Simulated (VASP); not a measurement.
Be4Ge3Pt:

```xyz
8
Lattice="4.8419 0.0000 0.0000 0.0000 4.8419 0.0000 0.0000 0.0000 4.8419" Properties=species:S:1:pos:R:3 pbc="T T T"
Be    1.1378    1.1378    1.1378
Be    1.1378    3.7041    3.7041
Be    3.7041    3.7041    1.1378
Be    3.7041    1.1378    3.7041
Ge    2.4210    0.0000    0.0000
Ge    0.0000    2.4210    0.0000
Ge    0.0000    0.0000    2.4210
Pt    0.0000    0.0000    0.0000
```

```yaml
Program: VASP 6.6.1
Task: relaxation of cell and atoms
Functional: PBE
Potentials_or_basis: VASP PAW PBE potentials, release 64 (Be, Ge_d, Pt_sv_GW)
Cutoff: 570 eV
k_mesh: 4 × 4 × 4
Occupations: gaussian, width 0.1 eV
Spin: no spin polarisation
```

At the start: pressure 51.2 GPa; volume 14.19 Å³/atom.

**Question.** Where does the relaxation end?

**Answer.** Over 11 steps the energy falls by 753.6 meV/atom and the volume is 18.67 Å³/atom (+31.6 %); space group P-43m (No. 215, to 0.1 Å) before and after.

The path:
| step | energy change (eV) | largest force (eV/Å) | pressure (GPa) | volume (Å³) |
| --- | --- | --- | --- | --- |
| 1 | 0.0000 | 5.2120 | 51.15 | 113.51 |
| 2 | -2.9162 | 1.3462 | -12.07 | 205.38 |
| 3 | -5.9983 | 0.0147 | -1.40 | 154.94 |
| 4 | -6.0069 | 0.0620 | -0.70 | 153.56 |
| 5 | -6.0086 | 0.1175 | -0.19 | 152.60 |
| 6 | -6.0070 | 0.1685 | 0.28 | 151.74 |
| 7 | -6.0093 | 0.1674 | 0.34 | 151.36 |
| 8 | -6.0156 | 0.1592 | 0.46 | 150.23 |
| 9 | -6.0234 | 0.1393 | 0.77 | 147.98 |
| 10 | -6.0277 | 0.0888 | 0.28 | 148.67 |
| 11 | -6.0291 | 0.0396 | -0.19 | 149.36 |

Final structure:
```xyz
8
Lattice="5.3058 0.0000 0.0000 0.0000 5.3058 0.0000 0.0000 0.0000 5.3058" Properties=species:S:1:pos:R:3 pbc="T T T"
Be    1.3675    1.3675    1.3675
Be    1.3675    3.9383    3.9383
Be    3.9383    3.9383    1.3675
Be    3.9383    1.3675    3.9383
Ge    2.6529    0.0000    0.0000
Ge    0.0000    2.6529    0.0000
Ge    0.0000    0.0000    2.6529
Pt    0.0000    0.0000    0.0000
```

Caveat: the volume moved by over 15 % at a fixed basis, so the end points are rough.
